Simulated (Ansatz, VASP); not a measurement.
## One calculation of TiO2, two programs

```xyz
6
Lattice="4.6431 0.0000 0.0000 0.0000 4.6431 0.1741 0.0000 0.1112 2.9640" Properties=species:S:1:pos:R:3 pbc="T T T"
Ti    0.0000    0.0000    0.0000
Ti    2.3215    2.3771    1.5691
O     1.4166    1.4166    0.0531
O     0.9049    3.7938    1.6222
O     3.2264    3.2264    0.1210
O     3.7382    0.9605    1.5159
```

Change from the starting cell: strain +0.0750 x Voigt [0, 0, 0, 1, 0, 0], atoms carried along.

Alike in both runs: task single point; functional PBE; k mesh 6 × 6 × 10; occupations gaussian, width 0.05 eV; no spin polarisation.

|  | VASP | Ansatz |
| --- | --- | --- |
| version | VASP 6.6.1 | Ansatz 0.2.0 |
| potentials or method | VASP PAW PBE potentials, release 64 (Ti_sv, O), cutoff 520 eV | scalar-relativistic, plane waves, PAW |
| valence electrons in the cell | 48 | 48 |

Ansatz gave:

- gap on the k mesh at the Fermi level (eV): 1.83
- least direct gap on the mesh (eV): 1.87
- pressure (GPa): 1.2
- traceless stress, the component that is largest in VASP (GPa): -10.18
- rms of the force components (eV/Å): 0.174

Q: What did VASP give for the same quantities?

A: gap on the k mesh at the Fermi level (eV): 1.80; least direct gap on the mesh (eV): 1.85; pressure (GPa): 1.9; traceless stress, the component that is largest in VASP (GPa): -10.31; rms of the force components (eV/Å): 0.187.

Atom by atom the forces differ by 0.017 eV/Å (rms over components).
